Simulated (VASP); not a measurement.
Write the native input for VASP 6.6.1 that does the following.

| Quantity | Value |
| --- | --- |
| Task | relaxation of cell and atoms |
| Functional | PBE |
| Potentials or basis | VASP PAW PBE potentials, release 64 (Zn, Re, H) |
| Cutoff | 600 eV |
| k mesh | 6 × 6 × 6 |
| Occupations | gaussian, width 0.1 eV |
| Spin | no spin polarisation |
| Dipole correction | no |
| Further INCAR settings | ALGO = Normal; EDIFF = 1e-06; IBRION = 2; EDIFFG = -0.04; NSW = 90; ISIF = 3 |

The structure of ZnReH lies in POSCAR:

```
ZnReH
1.0
    3.3014298000      0.0000000000      0.0000000000
    0.0000000000      3.3014298000      0.0000000000
    0.0000000000      0.0000000000      3.3693109500
Zn Re H
1 1 1
Direct
    0.5000000000      0.5000000000      0.5000000000
    0.0000000000      0.0000000000      0.0000000000
    0.5000000000      0.5000000000      0.0000000000
```

The cell was built from a structure type or drawn by symmetry, and may not be a known phase.

The input as run:

INCAR

```
SYSTEM = ZnReH
ALGO = Normal
EDIFF = 1E-6
EDIFFG = -0.04
ENCUT = 600
GGA = PE
IBRION = 2
ISIF = 3
ISMEAR = 0
LASPH = .TRUE.
LCHARG = .FALSE.
LREAL = .FALSE.
LWAVE = .FALSE.
NELM = 100
NSW = 90
PREC = Accurate
SIGMA = 0.1
```

KPOINTS

```
k-points
0
G
  6 6 6
  0 0 0
```

Potentials or basis: VASP PAW PBE potentials, release 64 (Zn, Re, H).

Run with:

```sh
$ cat potpaw_PBE.64/Zn/POTCAR potpaw_PBE.64/Re/POTCAR potpaw_PBE.64/H/POTCAR > POTCAR
$ mpirun -np 1 vasp_std > vasp.out
```

It gave:

```
Relaxed volume                        : 10.78 Å³/atom
Relaxed cell                          : a = 2.791 Å, b = 2.791 Å, c = 4.152 Å, α = 90.00°, β = 90.00°, γ = 90.00°
Space group after relaxing (to 0.1 Å) : P4/mmm (No. 123)
Energy gained by relaxing             : 398.8 meV/atom
Ionic steps                           : 11
Pressure after relaxing               : -0.1 GPa
Band gap on the k mesh                : zero (bands 10 and 11 overlap by 2.50 eV)
```

Caveat: a cell axis changed by over 15 % at a fixed basis, so the end point is rough; spin-orbit coupling is left out, which moves the levels of the heavy elements.

It took 3.8 min on 1 thread of Intel(R) Xeon(R) Platinum 8259CL CPU @ 2.50GHz (Skylake/Cascade Lake), with other jobs on the host, peak memory 0.19 GiB.
